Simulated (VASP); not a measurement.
Here is a VASP 6.6.1 calculation.

Contents of INCAR:

```
ALGO = Normal
EDIFF = 1E-6
ENCUT = 520
GGA = PE
ISIF = 2
ISMEAR = 0
LASPH = True
LCHARG = False
LREAL = False
LWAVE = False
NBANDS = 18
NELM = 80
PREC = Accurate
SIGMA = 0.1
```

Contents of KPOINTS:

```
k-points
0
Gamma
  6 6 2
```

Contents of POSCAR:

```
Si3C2
1.0
    2.5969415100      0.0000000000      0.0000000000
   -1.2984707600      2.2490173200      0.0000000000
    0.0000000000      0.0000000000     12.1933952200
Si C
3 2
Direct
    0.0000000000      0.0000000000      0.7000000000
    0.0000000000      0.0000000000      0.3000000000
    0.0000000000      0.0000000000      0.5000000000
    0.0000000000      0.0000000000      0.9000000000
    0.0000000000      0.0000000000      0.1000000000
```

Potentials or basis: VASP PAW PBE potentials, release 64 (Si, C).

Command:

```bash
$ cat potpaw_PBE.64/Si/POTCAR potpaw_PBE.64/C/POTCAR > POTCAR
$ mpirun -np 1 vasp_std > vasp.out
```

Task: What does it give for the band gap on the k mesh?

Result: Zero (bands 10 and 11 overlap by 6.08 eV).

Task: What does it give for the largest force?

Result: 2.022 eV/Å.

Task: Estimate the pressure.

Result: -11.8 GPa.

Stress tensor (GPa, compression positive):
```
-11.91   0.00   0.00
  0.00 -11.91   0.00
  0.00   0.00 -11.71
```

Caveat: the k points lie up to 0.47 Å⁻¹ apart, too coarse for converged energies and pressures of a metal; forces of over 1 eV/Å act on the atoms, so gaps and moduli don't describe the material at rest.
